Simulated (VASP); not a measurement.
# PbSe (I4/mmm) in VASP: single point with PBE

Aim: the single point of PbSe with PBE.

Program: VASP 6.6.1. These are calculated values, not measurements. Logs are shortened: lines on timing, memory, paths and dates and some standing lists are left out, and cuts for length are marked.

## (1) The cell of the first run

Symmetry: I4/mmm, No. 139, tetragonal system. The conventional cell has a = 4.465 Å, b = 4.465 Å, c = 6.105 Å, α = 90.00°, β = 90.00°, γ = 90.00°. Within 4.0 Å of Pb (site symmetry 4/mmm) lie 6 Se at 3.05 to 3.16 Å. Se (site symmetry 4/mmm) has 6 Pb at 3.05 to 3.16 Å within 4.0 Å.

## (2) Single point, PBE

The input, INCAR:

```
SYSTEM = PbSe
  ALGO = Normal
  EDIFF = 1E-6
  ENCUT = 520
  GGA = PE
  ISIF = 2
  ISMEAR = 0
  LASPH = .True.
  LCHARG = .False.
  LREAL = .False.
  LWAVE = .False.
  NBANDS = 28
  NELM = 100
  PREC = Accurate
  SIGMA = 0.02
```

The input, KPOINTS:

```
k-points
0
Gamma
  8 8 6
  0 0 0
```

The input, POSCAR:

```
PbSe
1.0
    4.4647380387      0.0000000000      0.0000000000
    0.0000000000      4.4647380387      0.0000000000
    0.0000000000      0.0000000000      6.1054001191
Pb Se
2 2
Direct
    0.0000000000      0.0000000000      0.0000000000
    0.5000000000      0.5000000000      0.5000000000
    0.5000000000      0.5000000000      0.0000000000
    0.0000000000      0.0000000000      0.5000000000
```

Potentials or basis: VASP PAW PBE potentials, release 64 (Pb_d, Se).

Launch:

```sh
> cat potpaw_PBE.64/Pb_d/POTCAR potpaw_PBE.64/Se/POTCAR > POTCAR
> mpirun -np 1 vasp_std > vasp.out
```

OUTCAR:

```text
SYSTEM = PbSe
   EDIFF = 1E-6
   ENCUT = 520
   GGA = PE
   ISIF = 2
   ISMEAR = 0
   LASPH = .True.
   LREAL = .False.
   NELM = 100
   PREC = Accurate

 ion  position               nearest neighbor table
   1  0.000  0.000  0.000-   4 3.05   4 3.05   3 3.16   3 3.16   3 3.16   3 3.16
   2  0.500  0.500  0.500-   3 3.05   3 3.05   4 3.16   4 3.16   4 3.16   4 3.16
   3  0.500  0.500  0.000-   2 3.05   2 3.05   1 3.16   1 3.16   1 3.16   1 3.16
   4  0.000  0.000  0.500-   1 3.05   1 3.05   2 3.16   2 3.16   2 3.16   2 3.16

  LATTYP: Found a simple tetragonal cell.
 ALAT       =     4.4647380387
 C/A-ratio  =     1.3674710736

  Lattice vectors:

 A1 = (   4.4647380387,   0.0000000000,   0.0000000000)
 A2 = (   0.0000000000,   4.4647380387,   0.0000000000)
 A3 = (   0.0000000000,   0.0000000000,   6.1054001191)

Analysis of symmetry for initial positions (statically):
=====================================================================
 Subroutine PRICEL returns following result:

  LATTYP: Found a body centered tetragonal cell.
 ALAT       =     4.4647380387
 C/A-ratio  =     1.3674710736

  Lattice vectors:

 A1 = (  -2.2323690194,  -2.2323690194,  -3.0527000595)
 A2 = (   2.2323690194,   2.2323690194,  -3.0527000596)
 A3 = (   2.2323690194,  -2.2323690194,   3.0527000596)

   2 primitive cells build up your supercell.

 Routine SETGRP: Setting up the symmetry group for a
 simple tetragonal supercell.

 Subroutine GETGRP returns: Found 16 space group operations
 (whereof 16 operations were pure point group operations)
 out of a pool of 16 trial point group operations.

The static configuration has the point symmetry D_4h.

Analysis of symmetry for dynamics (positions and initial velocities):
=====================================================================
 Subroutine PRICEL returns following result:

  LATTYP: Found a body centered tetragonal cell.
 ALAT       =     4.4647380387
 C/A-ratio  =     1.3674710736

  Lattice vectors:

 A1 = (  -2.2323690194,  -2.2323690194,  -3.0527000595)
 A2 = (   2.2323690194,   2.2323690194,  -3.0527000596)
 A3 = (   2.2323690194,  -2.2323690194,   3.0527000596)

   2 primitive cells build up your supercell.

 Routine SETGRP: Setting up the symmetry group for a
 simple tetragonal supercell.

 Subroutine GETGRP returns: Found 16 space group operations
 (whereof 16 operations were pure point group operations)
 out of a pool of 16 trial point group operations.

The dynamic configuration has the point symmetry D_4h.

 Subroutine INISYM returns: Found 16 space group operations
 (whereof 16 operations are pure point group operations),
 and found     2 'primitive' translations

----------------------------------------------------------------------------------------

                                     Primitive cell

  volume of cell :      60.8522

  direct lattice vectors                    reciprocal lattice vectors
    -2.232369019 -2.232369019 -3.052700060     0.000000000 -0.223977306 -0.163789429
     2.232369019  2.232369019 -3.052700060     0.223977306 -0.000000000 -0.163789429
     2.232369019 -2.232369019  3.052700060     0.223977306 -0.223977306  0.000000000

  length of vectors
     4.391573810  4.391573810  4.391573810     0.277475784  0.277475784  0.316751744

  position of ions in fractional coordinates (direct lattice)
     0.000000000  0.000000000  0.000000000
     0.500000000  0.500000000  0.000000000

  ion indices of the primitive-cell ions
   primitive index   ion index
                 1           1
                 2           4

----------------------------------------------------------------------------------------

 KPOINTS: k-points

Automatic generation of k-mesh.
 Grid dimensions read from file:
 generate k-points for:    8    8    6

 Generating k-lattice:

  Cartesian coordinates                     Fractional coordinates (reciprocal lattice)
     0.027997163  0.000000000  0.000000000     0.125000000  0.000000000  0.000000000
     0.000000000  0.027997163  0.000000000     0.000000000  0.125000000  0.000000000
     0.000000000  0.000000000  0.027298238     0.000000000  0.000000000  0.166666667

  Length of vectors
     0.027997163  0.027997163  0.027298238

  Shift w.r.t. Gamma in fractional coordinates (k-lattice)
     0.000000000  0.000000000  0.000000000

 Subroutine IBZKPT returns following result:
 ===========================================

 Found     60 irreducible k-points:

 Following reciprocal coordinates:
            Coordinates               Weight
  0.000000  0.000000  0.000000      1.000000
  0.125000  0.000000  0.000000      4.000000
  0.250000  0.000000  0.000000      4.000000
  0.375000  0.000000  0.000000      4.000000
  0.500000  0.000000  0.000000      2.000000
  0.125000  0.125000  0.000000      4.000000
[... 16 lines left out ...]
  0.375000  0.125000  0.166667     16.000000
  0.500000  0.125000  0.166667      8.000000
 [... further k-points ...]
   k-points           NKPTS =     60   k-points in BZ     NKDIM =     60   number of bands    NBANDS=     28
   number of dos      NEDOS =    301   number of ions     NIONS =      4
   total plane-waves  NPLWV =  62208
   dimension x,y,z NGX =    36 NGY =   36 NGZ =   48
   dimension x,y,z NGXF=    72 NGYF=   72 NGZF=   96
   ions per type =               2   2
   NGX,Y,Z   is equivalent  to a cutoff of  13.40, 13.40, 13.07 a.u.
   NGXF,Y,Z  is equivalent  to a cutoff of  26.81, 26.81, 26.14 a.u.
 SYSTEM =  PbSe
   PREC   = accura    normal or accurate (medium, high low for compatibility)
   ISTART =      0    job   : 0-new  1-cont  2-samecut
   ICHARG =      2    charge: 1-file 2-atom 10-const
   ISPIN  =      1    spin polarized calculation?
   LNONCOLLINEAR =      F non collinear calculations
   LSORBIT =      F    spin-orbit coupling
   LASPH  =      T    aspherical Exc in radial PAW
   ENCUT  =  520.0 eV  38.22 Ry    6.18 a.u.   8.30  8.30 11.35*2*pi/ulx,y,z
   NELM   =    100;   NELMIN=  2; NELMDL= -5     # of ELM steps
   EDIFF  = 0.1E-05   stopping-criterion for ELM
   LREAL  =      F    real-space projection
   EDIFFG = 0.1E-04   stopping-criterion for IOM
   NSW    =      0    number of steps for IOM
   IBRION =     -1    ionic relax: 0-MD 1-quasi-New 2-CG
   NFREE  =      0    steps in history (QN), initial steepest desc. (CG)
   ISIF   =      2    stress and relaxation
   ISYM   =      2    0-nonsym 1-usesym 2-fastsym
   POTIM  = 0.5000    time-step for ionic-motion
   TEBEG  =    0.0;   TEEND  =   0.0 temperature during run
   PSTRESS=    0.0 pullay stress
   NELECT =      40.0000    total number of electrons
   NUPDOWN=      -1.0000    fix difference up-down
   EMIN   =  10.00;   EMAX   =-10.00  energy-range for DOS
   EFERMI =   0.00;   METHOD = LEGACY
   ISMEAR =     0;   SIGMA  =   0.02  broadening in eV -4-tet -1-fermi 0-gaus
   EFERMI_NEDOS =   21; number of points for ismear=-14 and -15
   IALGO  =     38    algorithm
   IMIX   =      4    mixing-type and parameters
     AMIX     =   0.40;   BMIX     =  1.00
     AMIX_MAG =   1.60;   BMIX_MAG =  1.00
  volume/ion in A,a.u.               =      30.43       205.33
  Fermi-wavevector in a.u.,A,eV,Ry     =   1.129777  2.134969 17.366428  1.276396
  Thomas-Fermi vector in A             =   2.266472
   LORBIT       =      0    0 simple, 1 ext, 2 COOP (PROOUT), +10 PAW based schemes
   GGA     = PE    functional components
   LHFCALC =     F    Hartree Fock is set to
   AEXX    =    0.0000 exact exchange contribution
   IVDW    =     0    specifies the selected vdW correction
   LEPSILON=     F    determine dielectric tensor
   LRPA    =     F    only Hartree local field effects (RPA)
 non-spin polarized calculation
 Gauss-broadening in eV      SIGMA  =   0.02
  energy-cutoff  :      520.00
  volume of cell :      121.70
 maximum number of plane-waves:      3310
 NGX is ok and might be reduce to    36
   NGX = 17   NGY = 17   NGZ = 23

 number of electron      39.9999999 magnetization

 Free energy of the ion-electron system (eV)
  ---------------------------------------------------
  ext. energy  EPLUGINS =         0.00000000
  ---------------------------------------------------
  free energy    TOTEN  =       -16.36462702 eV

  energy without entropy =      -16.36462702  energy(sigma->0) =      -16.36462702

 E-fermi :   4.4520     XC(G=0):  -9.2566

 val. band max:        4.3394889771   @ k =   0.5000   0.0000   0.5000
 cond. band min:       4.7830147667   @ k =   0.5000   0.0000   0.5000
 fundamental gap:      0.4435257897
 Fermi energy:         4.4519844904

 k-point     1 :       0.0000    0.0000    0.0000
  band No.  band energies     occupation
      1     -12.4799      2.00000
      2     -12.4189      2.00000
      3     -12.4036      2.00000
      4     -12.3998      2.00000
      5     -12.3916      2.00000
      6     -12.3916      2.00000
[... 20 lines left out ...]
     27      10.4322      0.00000
     28      10.9368      0.00000

 k-point     2 :       0.1250    0.0000    0.0000
  band No.  band energies     occupation
      1     -12.4734      2.00000
      2     -12.4157      2.00000
      3     -12.4017      2.00000
      4     -12.4014      2.00000
      5     -12.3913      2.00000
      6     -12.3901      2.00000
[... 20 lines left out ...]
     27      10.2914      0.00000
     28      10.8331      0.00000

 k-point     3 :       0.2500    0.0000    0.0000
  band No.  band energies     occupation
      1     -12.4566      2.00000
      2     -12.4072      2.00000
      3     -12.4049      2.00000
      4     -12.3994      2.00000
      5     -12.3927      2.00000
      6     -12.3899      2.00000
[... 20 lines left out ...]
     27      10.1056      0.00000
     28      11.0258      0.00000

 k-point     4 :       0.3750    0.0000    0.0000
  band No.  band energies     occupation
      1     -12.4358      2.00000
      2     -12.4075      2.00000
      3     -12.4041      2.00000
      4     -12.4010      2.00000
      5     -12.3966      2.00000
      6     -12.3865      2.00000
[... 578 lines left out ...]
     27      10.2763      0.00000
     28      10.7452      0.00000

 k-point    23 :       0.3750    0.1250    0.1667
  band No.  band energies     occupation
      1     -12.4365      2.00000
      2     -12.4213      2.00000
      3     -12.4013      2.00000
      4     -12.3971      2.00000
      5     -12.3918      2.00000
      6     -12.3906      2.00000
[... 20 lines left out ...]
     27      10.4677      0.00000
     28      11.8824      0.00000

 k-point    24 :       0.5000    0.1250    0.1667
  band No.  band energies     occupation
      1     -12.4286      2.00000
      2     -12.4286      2.00000
      3     -12.4000      2.00000
      4     -12.4000      2.00000
      5     -12.3876      2.00000
      6     -12.3876      2.00000
[... 20 lines left out ...]
     27      11.1005      0.00000
     28      11.1005      0.00000

 [... further k-points ...]

------------------------ aborting loop because EDIFF is reached ----------------------------------------

  FORCE on cell =-STRESS in cart. coord.  units (eV):
  Direction    XX          YY          ZZ          XY          YZ          ZX
  --------------------------------------------------------------------------------------
  -------------------------------------------------------------------------------------
  Total       -1.2255226     -1.2255226      1.4641345      0.0000000     -0.0000000      0.0000000
  in kB      -16.1333960    -16.1333960     19.2746037      0.0000000     -0.0000000      0.0000000
  external PRESSURE =      -4.3307294 kB  Pullay stress =       0.0000000 kB

 VOLUME and BASIS-vectors are now :
 -----------------------------------------------------------------------------
  energy-cutoff  :      520.00
  volume of cell :      121.70
      direct lattice vectors                 reciprocal lattice vectors
     4.464738039  0.000000000  0.000000000     0.223977306  0.000000000  0.000000000
     0.000000000  4.464738039  0.000000000     0.000000000  0.223977306  0.000000000
     0.000000000  0.000000000  6.105400119     0.000000000  0.000000000  0.163789429

 POSITION                                       TOTAL-FORCE (eV/Angst)
 -----------------------------------------------------------------------------------
      0.00000      0.00000      0.00000        -0.000000     -0.000000     -0.000000
      2.23237      2.23237      3.05270        -0.000000     -0.000000      0.000000
      2.23237      2.23237      0.00000         0.000000      0.000000     -0.000000
      0.00000      0.00000      3.05270        -0.000000     -0.000000     -0.000000
 -----------------------------------------------------------------------------------
    total drift:                                0.000000      0.000000      0.000000

  FREE ENERGIE OF THE ION-ELECTRON SYSTEM (eV)
  ---------------------------------------------------
  free  energy   TOTEN  =       -16.3646270178 eV

  energy  without entropy=      -16.3646270178  energy(sigma->0) =      -16.36462702
```

Wall time 2.4 min (1 thread of Intel Xeon Platinum 8259CL at 2.50GHz (Skylake/Cascade Lake), shared host); peak memory 0.35 GiB.

What came out:

```yaml
Free_energy: -16.3646 eV
Pressure: -0.4 GPa
Band_gap_on_the_k_mesh: 0.44 eV
```

Stress tensor (GPa, compression positive):
```
-1.61  0.00  0.00
 0.00 -1.61  0.00
 0.00  0.00  1.93
```

Levels at points of the mesh, in eV from the valence-band top:
| k point | band 16 | band 17 | band 18 | band 19 | band 20 | band 21 | band 22 | band 23 | band 24 | band 25 |
| --- | --- | --- | --- | --- | --- | --- | --- | --- | --- | --- |
| (0.00, 0.00, 0.00) | -2.90 | -2.90 | -1.80 | -1.50 | -1.50 | 3.88 | 4.36 | 4.36 | 5.10 | 5.29 |
| (0.50, 0.00, 0.00) | -3.24 | -1.42 | -1.42 | -0.83 | -0.83 | 1.47 | 1.47 | 2.26 | 2.26 | 4.76 |
| (0.50, 0.50, 0.00) | -4.46 | -3.01 | -3.01 | -2.66 | -2.66 | 4.00 | 4.00 | 5.09 | 5.09 | 5.68 |
| (0.00, 0.00, 0.50) | -2.25 | -2.25 | -2.25 | -1.19 | -1.19 | 2.44 | 2.44 | 4.44 | 4.44 | 4.44 |
| (0.50, 0.00, 0.50) | -1.26 | -1.21 | -1.21 | 0.00 | 0.00 | 0.44 | 0.44 | 1.75 | 1.75 | 1.93 |
| (0.50, 0.50, 0.50) | -3.69 | -3.69 | -3.69 | -0.51 | -0.51 | 2.07 | 2.07 | 4.76 | 4.76 | 4.76 |

Caveat: spin-orbit coupling is left out, which moves the levels of the heavy elements.
